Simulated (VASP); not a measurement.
# H (P4/mmm) in VASP: notebook

H is run at these levels: PBEsol; tasks: single point.

Everything below comes from runs of VASP 6.6.1. Logs are shortened: lines on timing, memory, paths and dates and some standing lists are left out, and cuts for length are marked.

### 1 The cell of the first run

Symmetry: P4/mmm, No. 123, tetragonal system. The conventional cell has a = 2.438 Å, b = 2.438 Å, c = 0.980 Å, α = 90.00°, β = 90.00°, γ = 90.00°. Within 1.3 Å of H (site symmetry 4/mmm) lie 2 H at 0.98 Å.

### 2 Single point, PBEsol (strain -0.080 along x and y, +0.000 along z)

INCAR

```
PREC     = Accurate       # precision mode
ENCUT    = 520            # plane-wave cutoff, eV
EDIFF    = 1E-7           # SCF threshold, eV
ISMEAR   = 0              # smearing method
SIGMA    = 0.05           # smearing width, eV
LREAL    = F              # projectors in reciprocal space
LASPH    = T              # aspherical terms in the spheres
NELM     = 80             # most SCF steps
ALGO     = Normal         # electronic algorithm
ISIF     = 2              # what is computed and relaxed
LWAVE    = F              # write WAVECAR
LCHARG   = F              # write CHGCAR
GGA      = PS             # functional
NBANDS   = 6              # bands
```

KPOINTS

```
Automatic mesh
0
Gamma
  10 10 26
```

POSCAR

```
H
1.0
    2.4376676398      0.0000000000      0.0000000000
    0.0000000000      2.4376676398      0.0000000000
    0.0000000000      0.0000000000      0.9804929200
H
1
Direct
    0.0000000000      0.0000000000      0.5000000000
```

Potentials or basis: VASP PAW PBE potentials, release 64 (H).

On the command line:

```bash
$ cat potpaw_PBE.64/H/POTCAR > POTCAR
$ mpirun -np 1 vasp_std > vasp.out
```

OUTCAR:

```text
PREC = Accurate
   ENCUT = 520
   EDIFF = 1E-7
   ISMEAR = 0
   LREAL = F
   LASPH = T
   NELM = 80
   ISIF = 2
   GGA = PS

 ion  position               nearest neighbor table
   1  0.000  0.000  0.500-

  LATTYP: Found a simple tetragonal cell.
 ALAT       =     2.4376676398
 C/A-ratio  =     0.4022258424

  Lattice vectors:

 A1 = (   2.4376676398,   0.0000000000,   0.0000000000)
 A2 = (   0.0000000000,   2.4376676398,   0.0000000000)
 A3 = (   0.0000000000,   0.0000000000,   0.9804929200)

Analysis of symmetry for initial positions (statically):
=====================================================================
 Subroutine PRICEL returns:
 Original cell was already a primitive cell.

 Routine SETGRP: Setting up the symmetry group for a
 simple tetragonal supercell.

 Subroutine GETGRP returns: Found 16 space group operations
 (whereof 16 operations were pure point group operations)
 out of a pool of 16 trial point group operations.

The static configuration has the point symmetry D_4h.

Analysis of symmetry for dynamics (positions and initial velocities):
=====================================================================
 Subroutine PRICEL returns:
 Original cell was already a primitive cell.

 Routine SETGRP: Setting up the symmetry group for a
 simple tetragonal supercell.

 Subroutine GETGRP returns: Found 16 space group operations
 (whereof 16 operations were pure point group operations)
 out of a pool of 16 trial point group operations.

The dynamic configuration has the point symmetry D_4h.

 Subroutine INISYM returns: Found 16 space group operations
 (whereof 16 operations are pure point group operations),
 and found     1 'primitive' translations

----------------------------------------------------------------------------------------

                                     Primitive cell

  volume of cell :       5.8263

  direct lattice vectors                    reciprocal lattice vectors
     2.437667640  0.000000000  0.000000000     0.410228197  0.000000000  0.000000000
     0.000000000  2.437667640  0.000000000     0.000000000  0.410228197  0.000000000
     0.000000000  0.000000000  0.980492920     0.000000000  0.000000000  1.019895177

  length of vectors
     2.437667640  2.437667640  0.980492920     0.410228197  0.410228197  1.019895177

  position of ions in fractional coordinates (direct lattice)
     0.000000000  0.000000000  0.500000000

  ion indices of the primitive-cell ions
   primitive index   ion index
                 1           1

----------------------------------------------------------------------------------------

 KPOINTS: Automatic mesh

Automatic generation of k-mesh.
 Grid dimensions read from file:
 generate k-points for:   10   10   26

 Generating k-lattice:

  Cartesian coordinates                     Fractional coordinates (reciprocal lattice)
     0.041022820  0.000000000  0.000000000     0.100000000  0.000000000  0.000000000
     0.000000000  0.041022820  0.000000000     0.000000000  0.100000000  0.000000000
     0.000000000  0.000000000  0.039226738     0.000000000  0.000000000  0.038461538

  Length of vectors
     0.041022820  0.041022820  0.039226738

  Shift w.r.t. Gamma in fractional coordinates (k-lattice)
     0.000000000  0.000000000  0.000000000

 Subroutine IBZKPT returns following result:
 ===========================================

 Found    294 irreducible k-points:

 Following reciprocal coordinates:
            Coordinates               Weight
  0.000000  0.000000  0.000000      1.000000
  0.100000  0.000000  0.000000      4.000000
  0.200000  0.000000  0.000000      4.000000
  0.300000  0.000000  0.000000      4.000000
  0.400000  0.000000  0.000000      4.000000
  0.500000  0.000000  0.000000      2.000000
[... 16 lines left out ...]
  0.100000  0.000000  0.038462      8.000000
  0.200000  0.000000  0.038462      8.000000
 [... further k-points ...]
   k-points           NKPTS =    294   k-points in BZ     NKDIM =    294   number of bands    NBANDS=      6
   number of dos      NEDOS =    301   number of ions     NIONS =      1
   total plane-waves  NPLWV =   2592
   dimension x,y,z NGX =    18 NGY =   18 NGZ =    8
   dimension x,y,z NGXF=    36 NGYF=   36 NGZF=   16
   ions per type =               1
   NGX,Y,Z   is equivalent  to a cutoff of  12.28, 12.28, 13.56 a.u.
   NGXF,Y,Z  is equivalent  to a cutoff of  24.55, 24.55, 27.13 a.u.
 SYSTEM =  unknown system
   PREC   = accura    normal or accurate (medium, high low for compatibility)
   ISTART =      0    job   : 0-new  1-cont  2-samecut
   ICHARG =      2    charge: 1-file 2-atom 10-const
   ISPIN  =      1    spin polarized calculation?
   LNONCOLLINEAR =      F non collinear calculations
   LSORBIT =      F    spin-orbit coupling
   LASPH  =      T    aspherical Exc in radial PAW
   ENCUT  =  520.0 eV  38.22 Ry    6.18 a.u.   4.53  4.53  1.82*2*pi/ulx,y,z
   NELM   =     80;   NELMIN=  2; NELMDL= -5     # of ELM steps
   EDIFF  = 0.1E-06   stopping-criterion for ELM
   LREAL  =      F    real-space projection
   EDIFFG = 0.1E-05   stopping-criterion for IOM
   NSW    =      0    number of steps for IOM
   IBRION =     -1    ionic relax: 0-MD 1-quasi-New 2-CG
   NFREE  =      0    steps in history (QN), initial steepest desc. (CG)
   ISIF   =      2    stress and relaxation
   ISYM   =      2    0-nonsym 1-usesym 2-fastsym
   POTIM  = 0.5000    time-step for ionic-motion
   TEBEG  =    0.0;   TEEND  =   0.0 temperature during run
   PSTRESS=    0.0 pullay stress
   NELECT =       1.0000    total number of electrons
   NUPDOWN=      -1.0000    fix difference up-down
   EMIN   =  10.00;   EMAX   =-10.00  energy-range for DOS
   EFERMI =   0.00;   METHOD = LEGACY
   ISMEAR =     0;   SIGMA  =   0.05  broadening in eV -4-tet -1-fermi 0-gaus
   EFERMI_NEDOS =   21; number of points for ismear=-14 and -15
   IALGO  =     38    algorithm
   IMIX   =      4    mixing-type and parameters
     AMIX     =   0.40;   BMIX     =  1.00
     AMIX_MAG =   1.60;   BMIX_MAG =  1.00
  volume/ion in A,a.u.               =       5.83        39.32
  Fermi-wavevector in a.u.,A,eV,Ry     =   0.909795  1.719264 11.261916  0.827727
  Thomas-Fermi vector in A             =   2.033882
   LORBIT       =      0    0 simple, 1 ext, 2 COOP (PROOUT), +10 PAW based schemes
   GGA     = PS    functional components
   LHFCALC =     F    Hartree Fock is set to
   AEXX    =    0.0000 exact exchange contribution
   IVDW    =     0    specifies the selected vdW correction
   LEPSILON=     F    determine dielectric tensor
   LRPA    =     F    only Hartree local field effects (RPA)
 non-spin polarized calculation
 Gauss-broadening in eV      SIGMA  =   0.05
  energy-cutoff  :      520.00
  volume of cell :        5.83
 maximum number of plane-waves:       172
   NGX =  9   NGY =  9   NGZ =  3

 number of electron       0.9999999 magnetization

 Free energy of the ion-electron system (eV)
  ---------------------------------------------------
  ext. energy  EPLUGINS =         0.00000000
  ---------------------------------------------------
  free energy    TOTEN  =        -2.93695599 eV

  energy without entropy =       -2.93695045  energy(sigma->0) =       -2.93695322

 E-fermi :  -1.0066     XC(G=0):  -7.7220

 val. band max:       -1.0993722185   @ k =   0.1000   0.1000   0.2692
 cond. band min:      -0.9137749857   @ k =   0.4000   0.4000   0.2308
 fundamental gap:      0.1855972328
 Fermi energy:        -1.0065732055

 k-point     1 :       0.0000    0.0000    0.0000
  band No.  band energies     occupation
      1     -12.6443      2.00000
      2      10.9072      0.00000
      3      17.2983      0.00000
      4      17.2983      0.00000
      5      20.1776      0.00000
      6      41.4304      0.00000

 k-point     2 :       0.1000    0.0000    0.0000
  band No.  band energies     occupation
      1     -12.4815      2.00000
      2       9.5728      0.00000
      3      16.4626      0.00000
      4      17.5239      0.00000
      5      23.1357      0.00000
      6      37.6368      0.00000

 k-point     3 :       0.2000    0.0000    0.0000
  band No.  band energies     occupation
      1     -12.0217      2.00000
      2       6.7888      0.00000
      3      16.4935      0.00000
      4      18.1877      0.00000
      5      28.2503      0.00000
      6      33.6362      0.00000

 k-point     4 :       0.3000    0.0000    0.0000
  band No.  band energies     occupation
      1     -11.3655      2.00000
      2       4.0814      0.00000
      3      17.2056      0.00000
      4      19.2311      0.00000
      5      30.2224      0.00000
      6      31.0858      0.00000

 k-point     5 :       0.4000    0.0000    0.0000
  band No.  band energies     occupation
      1     -10.7307      2.00000
      2       2.1354      0.00000
      3      18.0960      0.00000
      4      20.4506      0.00000
      5      27.8019      0.00000
      6      28.3600      0.00000
[... 136 lines left out ...]
 k-point    21 :       0.5000    0.5000    0.0000
  band No.  band energies     occupation
      1      -8.7044      2.00000
      2       6.1386      0.00000
      3       6.1386      0.00000
      4       9.6994      0.00000
      5      45.5238      0.00000
      6      51.7985      0.00000

 k-point    22 :       0.0000    0.0000    0.0385
  band No.  band energies     occupation
      1     -12.4147      2.00000
      2      11.1363      0.00000
      3      17.5298      0.00000
      4      17.5298      0.00000
      5      20.4090      0.00000
      6      41.6598      0.00000

 k-point    23 :       0.1000    0.0000    0.0385
  band No.  band energies     occupation
      1     -12.2519      2.00000
      2       9.8026      0.00000
      3      16.6936      0.00000
      4      17.7555      0.00000
      5      23.3671      0.00000
      6      37.8672      0.00000

 k-point    24 :       0.2000    0.0000    0.0385
  band No.  band energies     occupation
      1     -11.7921      2.00000
      2       7.0192      0.00000
      3      16.7239      0.00000
      4      18.4193      0.00000
      5      28.4816      0.00000
      6      33.8669      0.00000

 [... further k-points ...]

------------------------ aborting loop because EDIFF is reached ----------------------------------------

  FORCE on cell =-STRESS in cart. coord.  units (eV):
  Direction    XX          YY          ZZ          XY          YZ          ZX
  --------------------------------------------------------------------------------------
  -------------------------------------------------------------------------------------
  Total        0.0517102      0.0517102      0.1600872      0.0000000     -0.0000000      0.0000000
  in kB       14.2198063     14.2198063     44.0223956      0.0000000     -0.0000000      0.0000000
  external PRESSURE =      24.1540027 kB  Pullay stress =       0.0000000 kB

 VOLUME and BASIS-vectors are now :
 -----------------------------------------------------------------------------
  energy-cutoff  :      520.00
  volume of cell :        5.83
      direct lattice vectors                 reciprocal lattice vectors
     2.437667640  0.000000000  0.000000000     0.410228197  0.000000000  0.000000000
     0.000000000  2.437667640  0.000000000     0.000000000  0.410228197  0.000000000
     0.000000000  0.000000000  0.980492920     0.000000000  0.000000000  1.019895177

 POSITION                                       TOTAL-FORCE (eV/Angst)
 -----------------------------------------------------------------------------------
      0.00000      0.00000      0.49025         0.000000      0.000000      0.000000
 -----------------------------------------------------------------------------------
    total drift:                                0.000000      0.000000      0.000000

  FREE ENERGIE OF THE ION-ELECTRON SYSTEM (eV)
  ---------------------------------------------------
  free  energy   TOTEN  =        -2.9369559929 eV

  energy  without entropy=       -2.9369504520  energy(sigma->0) =       -2.93695322
```

Wall time 5.5 s (1 thread of AMD EPYC 7R13 (Zen 3), shared host); peak memory 0.08 GiB.

What came out:

| Item | Value |
| --- | --- |
| Free energy | -2.9370 eV |
| Pressure | 2.4 GPa |

Caveat: the cell differs from its parent crystal (strain -0.080 along x and y, +0.000 along z); the PAW data sets were made with another functional, which shifts forces and pressure a little.

### 3 Single point, PBEsol (strain -0.040 along x and y, -0.080 along z)

INCAR

```
SYSTEM = H
PREC = Accurate ; ENCUT = 520
EDIFF = 1E-7 ; ISMEAR = 0
SIGMA = 0.05 ; LREAL = .FALSE.
LASPH = .TRUE. ; NELM = 100
ALGO = Normal ; ISIF = 2
LWAVE = .FALSE. ; LCHARG = .FALSE.
GGA = PS ; NBANDS = 6
```

KPOINTS

```
regular mesh
0
G
  10 10 26
  0 0 0
```

POSCAR

```
H
1.0
    2.5436531893      0.0000000000      0.0000000000
    0.0000000000      2.5436531893      0.0000000000
    0.0000000000      0.0000000000      0.9020534864
H
1
Direct
    0.0000000000      0.0000000000      0.5000000000
```

Potentials or basis: VASP PAW PBE potentials, release 64 (H).

On the command line:

```bash
$ cat potpaw_PBE.64/H/POTCAR > POTCAR
$ mpirun -np 1 vasp_std > vasp.out
```

Wall time 5.8 s (1 thread of AMD EPYC 7R13 (Zen 3), shared host); peak memory 0.08 GiB.

Results (log left out):

| Item | Value |
| --- | --- |
| Free energy | -2.8837 eV |
| Pressure | 13.9 GPa |

Stress tensor (GPa, compression positive):
```
 2.02  0.00  0.00
 0.00  2.02  0.00
 0.00  0.00 37.80
```

Levels at points of the mesh, in eV from the Fermi level:
```
           k point  band 1  band 2  band 3  band 4
(0.00, 0.00, 0.00)  -12.92    9.44   15.74   15.74
(0.50, 0.00, 0.00)  -11.27    1.53   16.64   19.05
(0.50, 0.50, 0.00)   -9.95    5.71    5.71    9.38
(0.00, 0.00, 0.50)   29.35   36.58   53.50   58.65
(0.50, 0.00, 0.50)   30.39   39.12   47.60   47.89
(0.50, 0.50, 0.50)   31.22   41.23   51.72   51.72
```

Caveat: the cell differs from its parent crystal (strain -0.040 along x and y, -0.080 along z); the PAW data sets were made with another functional, which shifts forces and pressure a little.
